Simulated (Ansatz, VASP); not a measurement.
**One calculation of Ti, two programs**

File INCAR:

```
SYSTEM = Ti
ALGO     = Fast           ! electronic algorithm
EDIFF    = 1E-6           ! SCF threshold, eV
ENCUT    = 520            ! plane-wave cutoff, eV
GGA      = PS             ! functional
ISIF     = 2              ! what is computed and relaxed
ISMEAR   = 0              ! smearing method
LASPH    = .True.         ! aspherical terms in the spheres
LCHARG   = .False.        ! write CHGCAR
LREAL    = .False.        ! projectors in reciprocal space
LWAVE    = .False.        ! write WAVECAR
NBANDS   = 25             ! bands
NELM     = 60             ! most SCF steps
PREC     = Accurate       ! precision mode
SIGMA    = 0.15           ! smearing width, eV
```

Contents of KPOINTS:

```
k-points
0
Gamma
  12 12 18
  0 0 0
```

Contents of POSCAR:

```
Ti
1.0
    4.5152900513      0.0000000000      0.0000000000
   -2.2576450256      3.9103558898      0.0000000000
    0.0000000000      0.0000000000      2.7987936488
Ti
3
Direct
    0.0000000000      0.0000000000      0.0000000000
    0.3333333333      0.6666666667      0.5000000000
    0.6666666667      0.3333333333      0.5000000000
```

Input for Ansatz:

```yaml
crystal:
  lattice:
    - [4.5152900513, 0.0, 0.0]
    - [-2.2576450256, 3.9103558898, 0.0]
    - [0.0, 0.0, 2.7987936488]
  atoms:
    - { symbol: Ti, position: [0.0, 0.0, 0.0] }
    - { symbol: Ti, position: [0.3333333333, 0.6666666667, 0.5] }
    - { symbol: Ti, position: [0.6666666667, 0.3333333333, 0.5] }
basis:
  ecutwfc: 420
kpoints:
  mp_grid: { grid: [12, 12, 18] }
hamiltonian:
  xc: pbesol
scf:
  occupations: { method: gaussian, width: 0.15 }
output:
  forces: true
  stress: true
  eigenvalues: true
  write_density: true
  write_potential: true
  elf: true
  volumetric_format: npy
```

Alike in both runs: task single point; functional PBEsol; k mesh 12 × 12 × 18; occupations gaussian, width 0.15 eV; no spin polarisation.

|  | VASP | Ansatz |
| --- | --- | --- |
| version | VASP 6.6.1 | Ansatz 0.2.0 |
| potentials or method | VASP PAW PBE potentials, release 64 (Ti_sv), cutoff 520 eV | scalar-relativistic, plane waves, PAW |
| valence electrons in the cell | 36 | 36 |

Ansatz gave:

- gap on the k mesh at the Fermi level (eV): none
- pressure (GPa): 0.0
- traceless stress, the component that is largest in VASP (GPa): 0.06

Which values does VASP return?

gap on the k mesh at the Fermi level (eV): none; pressure (GPa): -0.4; traceless stress, the component that is largest in VASP (GPa): 0.06.

VASP's potentials were made for PBE, not for PBEsol. A gap of «none» marks a metal or a gap that the smearing closes. The functional is the same, so the differences come from potentials, cutoffs and numerics.
